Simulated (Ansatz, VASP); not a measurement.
TiN: VASP beside Ansatz

File INCAR:

```
  PREC = Accurate
  ENCUT = 520
  EDIFF = 1E-8
  ISMEAR = -1
  SIGMA = 0.05
  LREAL = F
  LASPH = T
  NELM = 60
  ALGO = Normal
  ISIF = 2
  LWAVE = F
  LCHARG = F
  GGA = PS
  LEFG = T
  NBANDS = 16
```

The input KPOINTS:

```
Automatic mesh
0
Gamma
  17 17 17
```

File POSCAR:

```
TiN
1.0
    0.0000000000      2.1220000000      2.1220000000
    2.1220000000      0.0000000000      2.1220000000
    2.1220000000      2.1220000000      0.0000000000
Ti N
1 1
Direct
    0.0000000000      0.0000000000      0.0000000000
    0.5000000000      0.5000000000      0.5000000000
```

Input for Ansatz:

```yaml
crystal:
  lattice:
    - [0.0, 2.122, 2.122]
    - [2.122, 0.0, 2.122]
    - [2.122, 2.122, 0.0]
  atoms:
    - { symbol: Ti, position: [0.0, 0.0, 0.0] }
    - { symbol: "N", position: [0.5, 0.5, 0.5] }
kpoints:
  mp_grid: { grid: [17, 17, 17] }
  band_path:
    path:
      - [0.0, 0.0, 0.0]
      - [0.5, 0.0, 0.5]
      - [0.625, 0.25, 0.625]
      - [0.375, 0.375, 0.75]
      - [0.0, 0.0, 0.0]
      - [0.5, 0.5, 0.5]
      - [0.5, 0.25, 0.75]
      - [0.5, 0.0, 0.5]
    npoints: 8
scf:
  occupations: { method: fermi_dirac, width: 0.05 }
hamiltonian:
  xc: pbesol
  pseudopotentials: { kind: all_electron, datasets: crystal }
output:
  forces: true
  stress: true
  eigenvalues: true
  efg: { contact_densities: true }
```

Alike in both runs: task electric field gradients; functional PBEsol; k mesh 17 × 17 × 17; occupations fermi-dirac, width 0.05 eV; no spin polarisation.

```csv
,VASP,Ansatz
version,VASP 6.6.1,Ansatz 0.2.0
potentials or method,"VASP PAW PBE potentials, release 64 (Ti_sv, N), cutoff 520 eV","all-electron PAW with datasets made for the crystal, scalar-relativistic"
```

|  | VASP | Ansatz | Ansatz less VASP |
| --- | --- | --- | --- |
| pressure (GPa) | -7.6 | -8.0 | -0.49 |

VASP's potentials were made for PBE, not for PBEsol. Ansatz ran all-electron here, and VASP with PAW potentials.
